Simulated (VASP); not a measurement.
# NbSnTe4 (P4/mmm) in VASP: notebook

Runs on NbSnTe4. Level: PBE. Tasks: relaxation of cell and atoms, single point.

Everything below comes from runs of VASP 6.6.1. Logs are shortened: lines on timing, memory, paths and dates and some standing lists are left out, and cuts for length are marked.

### Step 1. The cell of the first run

The structure is tetragonal, space group P4/mmm (No. 123). The conventional cell has a = 3.710 Å, b = 3.710 Å, c = 14.233 Å, α = 90.00°, β = 90.00°, γ = 90.00°. Nb (site symmetry 4/mmm) has 10 Te at 3.40 to 4.54 Å and 4 Nb at 3.71 Å within 4.6 Å. Sn (site symmetry 4/mmm) has 10 Te at 3.68 to 4.95 Å and 4 Sn at 3.71 Å within 5.0 Å. Te (site symmetry 4mm) has 8 Te at 3.54 to 3.71 Å and 4 Sn at 3.68 Å and 1 Nb at 4.54 Å within 4.6 Å. Te (site symmetry 4mm) has 4 Nb at 3.40 Å and 9 Te at 3.54 to 4.34 Å within 4.5 Å.

The cell was built from a structure type or drawn by symmetry, and may not be a known phase.

### Step 2. Relaxation of cell and atoms, PBE

INCAR

```
PREC = Accurate
ENCUT = 600
EDIFF = 1E-7
ISMEAR = 0
SIGMA = 0.1
LREAL = False
LASPH = True
NELM = 80
ALGO = Normal
ISIF = 3
LWAVE = False
LCHARG = False
GGA = PE
IBRION = 2
NSW = 90
EDIFFG = -0.04
```

KPOINTS

```
Automatic mesh
0
Gamma
  6 6 2
```

POSCAR

```
NbSnTe4
1.0
    3.7101969200      0.0000000000      0.0000000000
    0.0000000000      3.7101969200      0.0000000000
    0.0000000000      0.0000000000     14.2329139800
Nb Sn Te
1 1 4
Direct
    0.5000000000      0.5000000000      0.5000000000
    0.0000000000      0.0000000000      0.0000000000
    0.5000000000      0.5000000000      0.1809719800
    0.0000000000      0.0000000000      0.6524536600
    0.0000000000      0.0000000000      0.3475463400
    0.5000000000      0.5000000000      0.8190280200
```

Potentials or basis: VASP PAW PBE potentials, release 64 (Nb_sv, Sn_d, Te).

On the command line:

```bash
cat potpaw_PBE.64/Nb_sv/POTCAR potpaw_PBE.64/Sn_d/POTCAR potpaw_PBE.64/Te/POTCAR > POTCAR
mpirun -np 1 vasp_std > vasp.out
```

OUTCAR:

```text
PREC = Accurate
   ENCUT = 600
   EDIFF = 1E-7
   ISMEAR = 0
   LREAL = False
   LASPH = True
   NELM = 80
   ISIF = 3
   GGA = PE
   IBRION = 2
   NSW = 90
   EDIFFG = -0.04

 ion  position               nearest neighbor table
   1  0.500  0.500  0.500-
   2  0.000  0.000  0.000-   3 3.68   6 3.68   3 3.68   6 3.68   3 3.68   6 3.68   3 3.68   6 3.68

   3  0.500  0.500  0.181-   5 3.54   5 3.54   5 3.54   5 3.54   2 3.68   2 3.68   2 3.68   2 3.68

   4  0.000  0.000  0.652-   6 3.54   6 3.54   6 3.54   6 3.54
   5  0.000  0.000  0.348-   3 3.54   3 3.54   3 3.54   3 3.54
   6  0.500  0.500  0.819-   4 3.54   4 3.54   4 3.54   4 3.54   2 3.68   2 3.68   2 3.68   2 3.68

  LATTYP: Found a simple tetragonal cell.
 ALAT       =     3.7101969200
 C/A-ratio  =     3.8361613378

  Lattice vectors:

 A1 = (   3.7101969200,   0.0000000000,   0.0000000000)
 A2 = (   0.0000000000,   3.7101969200,   0.0000000000)
 A3 = (   0.0000000000,   0.0000000000,  14.2329139800)

Analysis of symmetry for initial positions (statically):
=====================================================================
 Subroutine PRICEL returns:
 Original cell was already a primitive cell.

 Routine SETGRP: Setting up the symmetry group for a
 simple tetragonal supercell.

 Subroutine GETGRP returns: Found 16 space group operations
 (whereof 16 operations were pure point group operations)
 out of a pool of 16 trial point group operations.

The static configuration has the point symmetry D_4h.

Analysis of symmetry for dynamics (positions and initial velocities):
=====================================================================
 Subroutine PRICEL returns:
 Original cell was already a primitive cell.

 Routine SETGRP: Setting up the symmetry group for a
 simple tetragonal supercell.

 Subroutine GETGRP returns: Found 16 space group operations
 (whereof 16 operations were pure point group operations)
 out of a pool of 16 trial point group operations.

The dynamic configuration has the point symmetry D_4h.

 Subroutine INISYM returns: Found 16 space group operations
 (whereof 16 operations are pure point group operations),
 and found     1 'primitive' translations

----------------------------------------------------------------------------------------

                                     Primitive cell

  volume of cell :     195.9240

  direct lattice vectors                    reciprocal lattice vectors
     3.710196920  0.000000000  0.000000000     0.269527473  0.000000000  0.000000000
     0.000000000  3.710196920  0.000000000     0.000000000  0.269527473  0.000000000
[... 106 lines left out ...]
   IMIX   =      4    mixing-type and parameters
     AMIX     =   0.40;   BMIX     =  1.00
     AMIX_MAG =   1.60;   BMIX_MAG =  1.00
  volume/ion in A,a.u.               =      32.65       220.36
  Fermi-wavevector in a.u.,A,eV,Ry     =   1.045287  1.975306 14.866071  1.092625
  Thomas-Fermi vector in A             =   2.180076
   LORBIT       =      0    0 simple, 1 ext, 2 COOP (PROOUT), +10 PAW based schemes
   GGA     = PE    functional components
   LHFCALC =     F    Hartree Fock is set to
   AEXX    =    0.0000 exact exchange contribution
   IVDW    =     0    specifies the selected vdW correction
   LEPSILON=     F    determine dielectric tensor
   LRPA    =     F    only Hartree local field effects (RPA)
 conjugate gradient relaxation of ions
 non-spin polarized calculation
 Gauss-broadening in eV      SIGMA  =   0.10
  energy-cutoff  :      600.00
  volume of cell :      195.92
 maximum number of plane-waves:      6632
 NGX is ok and might be reduce to    30
   NGX = 15   NGY = 15   NGZ = 57

--------------------------------------- Ionic step        1  -------------------------------------------

 number of electron      50.9999995 magnetization

 Free energy of the ion-electron system (eV)
  ---------------------------------------------------
  ext. energy  EPLUGINS =         0.00000000
  ---------------------------------------------------
  free energy    TOTEN  =       -24.10672135 eV

  energy without entropy =      -24.08097883  energy(sigma->0) =      -24.09385009

------------------------ aborting loop because EDIFF is reached ----------------------------------------

  FORCE on cell =-STRESS in cart. coord.  units (eV):
  Direction    XX          YY          ZZ          XY          YZ          ZX
  --------------------------------------------------------------------------------------
  -------------------------------------------------------------------------------------
  Total      -10.1607722    -10.1607722    -14.4672446      0.0000000      0.0000000      0.0000000
  in kB      -83.0901520    -83.0901520   -118.3065148      0.0000000      0.0000000      0.0000000
  external PRESSURE =     -94.8289396 kB  Pullay stress =       0.0000000 kB
[... 101 lines left out ...]
  FREE ENERGIE OF THE ION-ELECTRON SYSTEM (eV)
  ---------------------------------------------------
  free  energy   TOTEN  =       -26.1960894625 eV

  energy  without entropy=      -26.1786435475  energy(sigma->0) =      -26.18736651

 E-fermi :   7.4157     XC(G=0): -10.0000

 val. band max:        7.4111460581   @ k =   0.5000   0.3333   0.0000
 cond. band min:       7.4288185434   @ k =   0.5000   0.1667   0.0000
 fundamental gap:      0.0176724853
 Fermi energy:         7.4156572986

 k-point     1 :       0.0000    0.0000    0.0000
  band No.  band energies     occupation
      1     -47.7237      2.00000
      2     -23.8435      2.00000
      3     -23.6770      2.00000
      4     -23.6770      2.00000
      5     -14.3428      2.00000
      6     -14.2823      2.00000
[... 649 lines left out ...]
     29       7.7983      0.00000
     30       7.8741      0.00000

[... ionic steps 4 to 21 ...]

--------------------------------------- Ionic step       22  -------------------------------------------

 number of electron      51.0000004 magnetization

------------------------ aborting loop because EDIFF is reached ----------------------------------------
[... 75 lines left out ...]
--------------------------------------- Ionic step       24  -------------------------------------------

 number of electron      51.0000004 magnetization

 Free energy of the ion-electron system (eV)
  ---------------------------------------------------
  ext. energy  EPLUGINS =         0.00000000
  ---------------------------------------------------
  free energy    TOTEN  =       -27.19448577 eV

  energy without entropy =      -27.17235268  energy(sigma->0) =      -27.18341922

 E-fermi :   6.8464     XC(G=0):  -9.6667

 val. band max:        6.8062491017   @ k =   0.5000   0.1667   0.0000
 cond. band min:       6.8565581035   @ k =   0.5000   0.3333   0.0000
 fundamental gap:      0.0503090018
 Fermi energy:         6.8464366392

 k-point     1 :       0.0000    0.0000    0.0000
  band No.  band energies     occupation
      1     -48.3163      2.00000
      2     -24.4131      2.00000
      3     -24.2876      2.00000
      4     -24.2876      2.00000
      5     -15.0306      2.00000
      6     -14.9573      2.00000
[... 682 lines left out ...]
  FREE ENERGIE OF THE ION-ELECTRON SYSTEM (eV)
  ---------------------------------------------------
  free  energy   TOTEN  =       -27.1944857709 eV

  energy  without entropy=      -27.1723526782  energy(sigma->0) =      -27.18341922

 reached required accuracy - stopping structural energy minimisation
```

Run time: 29 min. Hardware: 1 thread of Intel Xeon 6975P-C (Granite Rapids), shared host; peak memory 0.45 GiB.

What came out:

| Item | Value |
| --- | --- |
| Free energy | -27.1945 eV |
| Relaxed volume | 29.67 Å³/atom |
| Relaxed cell | a = 3.432 Å, b = 3.432 Å, c = 15.111 Å, α = 90.00°, β = 90.00°, γ = 90.00° |
| Space group after relaxing (to 0.1 Å) | P4/mmm (No. 123) |
| Energy gained by relaxing | 514.6 meV/atom |
| Ionic steps | 24 |
| Pressure after relaxing | 0.0 GPa |
| Largest force after relaxing | 0.014 eV/Å |
| Band gap on the k mesh | zero (an odd number of electrons rules out a gap without spin polarisation) |

Forces on the atoms (eV/Å):
```
Nb   0.000  0.000  0.000
Sn   0.000  0.000  0.000
Te   0.000  0.000 -0.009
Te   0.000  0.000  0.014
Te   0.000  0.000 -0.014
Te   0.000  0.000  0.009
```

Step by step:
```csv
step,energy change (eV),largest force (eV/Å),pressure (GPa),volume (Å³)
1,0.0000,2.2900,-9.48,195.92
2,-2.0587,2.0179,4.43,146.00
3,-2.0894,2.1124,2.12,149.99
4,-2.5544,1.0920,2.40,150.65
5,-2.6728,0.3009,3.33,151.16
6,-2.8078,0.3700,-1.95,164.81
7,-2.8147,0.3408,-1.10,162.13
8,-2.8981,0.2959,-0.38,161.80
9,-2.9577,0.2281,1.12,161.01
10,-2.9608,0.2267,1.68,160.72
11,-3.0081,0.2792,0.57,165.48
12,-3.0214,0.3149,-0.59,170.70
13,-3.0230,0.2860,-0.26,169.16
14,-3.0385,0.2407,-0.13,170.19
15,-3.0629,0.1576,0.36,173.28
16,-3.0653,0.1536,0.56,174.37
17,-3.0791,0.1658,-0.46,178.91
18,-3.0791,0.1674,-0.43,178.79
19,-3.0844,0.1291,-0.18,178.80
20,-3.0845,0.1247,-0.20,178.80
21,-3.0869,0.0964,0.16,177.65
22,-3.0869,0.0960,0.16,177.64
23,-3.0877,0.0099,-0.08,178.08
24,-3.0878,0.0143,-0.04,178.01
```

Final structure:
```yaml
crystal:
  lattice:
    - [3.43218, 0.00000, 0.00000]
    - [0.00000, 3.43218, 0.00000]
    - [0.00000, 0.00000, 15.11113]
  atoms:
    - { symbol: Nb, position: [0.50000, 0.50000, 0.50000] }
    - { symbol: Sn, position: [0.00000, 0.00000, 0.00000] }
    - { symbol: Te, position: [0.50000, 0.50000, 0.14512] }
    - { symbol: Te, position: [0.00000, 0.00000, 0.61234] }
    - { symbol: Te, position: [0.00000, 0.00000, 0.38766] }
    - { symbol: Te, position: [0.50000, 0.50000, 0.85488] }
```

Levels at points of the mesh, in eV from the Fermi level:
```
           k point  band 23  band 24  band 25  band 26  band 27  band 28
(0.00, 0.00, 0.00)     0.16     0.33     0.33     0.67     1.00     1.00
(0.50, 0.00, 0.00)    -1.39    -1.18     0.68     1.82     1.84     1.96
(0.50, 0.50, 0.00)    -3.31    -1.43    -0.34    -0.22     0.11     0.14
(0.00, 0.00, 0.50)     0.28     0.28     0.32     0.40     1.01     1.01
(0.50, 0.00, 0.50)    -1.50    -1.00     0.68     1.82     1.84     1.96
(0.50, 0.50, 0.50)    -3.29    -1.41    -0.51    -0.05     0.12     0.12
```

Caveat: spin-orbit coupling is left out, which moves the levels of the heavy elements; this functional lacks dispersion, which binds the layers, so the pressure and a relaxed spacing across them are unreliable.

### Step 3. Single point, PBE

This run uses another cell than the first one, of 29.72 Å³/atom.

INCAR

```
SYSTEM = NbSnTe4
PREC = Accurate
ENCUT = 520
EDIFF = 1E-6
ISMEAR = 0
SIGMA = 0.1
LREAL = .False.
LASPH = .True.
NELM = 80
ALGO = Normal
ISIF = 2
LWAVE = .False.
LCHARG = .False.
GGA = PE
NBANDS = 34
```

KPOINTS

```
Automatic mesh
0
Gamma
  12 12 4
  0 0 0
```

POSCAR

```
NbSnTe4
1.0
    3.3725837483      0.0000000000      0.0000000000
    0.0000000000      3.3725837483      0.0000000000
    0.0000000000      0.0000000000     15.6789482835
Nb Sn Te
1 1 4
Direct
    0.5000000000      0.5000000000      0.5000000000
    0.0000000000      0.0000000000      0.0000000000
    0.5000000000      0.5000000000      0.1530536172
    0.0000000000      0.0000000000      0.6101162661
    0.0000000000      0.0000000000      0.3898837339
    0.5000000000      0.5000000000      0.8469463828
```

Potentials or basis: VASP PAW PBE potentials, release 64 (Nb_sv, Sn_d, Te).

On the command line:

```bash
cat potpaw_PBE.64/Nb_sv/POTCAR potpaw_PBE.64/Sn_d/POTCAR potpaw_PBE.64/Te/POTCAR > POTCAR
mpirun -np 1 vasp_std > vasp.out
```

Run time: 5.2 min. Hardware: 1 thread of Intel Xeon 6975P-C (Granite Rapids), shared host; peak memory 0.64 GiB.

It converged, with:

* Free energy: -27.1971 eV
* Pressure: -0.1 GPa
* Largest force: 0.007 eV/Å
* Band gap on the k mesh: zero (an odd number of electrons rules out a gap without spin polarisation)

Forces on the atoms (eV/Å):
```
Nb   0.000  0.000  0.000
Sn   0.000  0.000  0.000
Te   0.000  0.000 -0.001
Te   0.000  0.000 -0.007
Te   0.000  0.000  0.007
Te   0.000  0.000  0.001
```

Levels at points of the mesh, in eV from the Fermi level:
| k point | band 21 | band 22 | band 23 | band 24 | band 25 | band 26 | band 27 | band 28 | band 29 | band 30 |
| --- | --- | --- | --- | --- | --- | --- | --- | --- | --- | --- |
| (0.00, 0.00, 0.00) | -1.09 | 0.47 | 0.47 | 0.49 | 0.67 | 0.67 | 1.14 | 1.14 | 1.59 | 3.19 |
| (0.50, 0.00, 0.00) | -1.94 | -1.68 | -1.32 | -1.27 | 0.79 | 1.20 | 1.50 | 2.05 | 2.14 | 2.20 |
| (0.50, 0.50, 0.00) | -3.46 | -3.46 | -3.34 | -1.23 | -0.47 | -0.44 | -0.44 | -0.27 | 0.22 | 0.64 |
| (0.00, 0.00, 0.50) | -0.24 | 0.26 | 0.49 | 0.49 | 0.64 | 0.64 | 1.15 | 1.15 | 1.59 | 3.02 |
| (0.50, 0.00, 0.50) | -1.83 | -1.82 | -1.32 | -1.15 | 0.79 | 1.25 | 1.52 | 2.05 | 2.14 | 2.20 |
| (0.50, 0.50, 0.50) | -3.45 | -3.45 | -3.34 | -1.21 | -0.59 | -0.45 | -0.45 | -0.16 | 0.33 | 0.51 |

Caveat: spin-orbit coupling is left out, which moves the levels of the heavy elements; this functional lacks dispersion, which binds the layers, so the pressure and a relaxed spacing across them are unreliable.
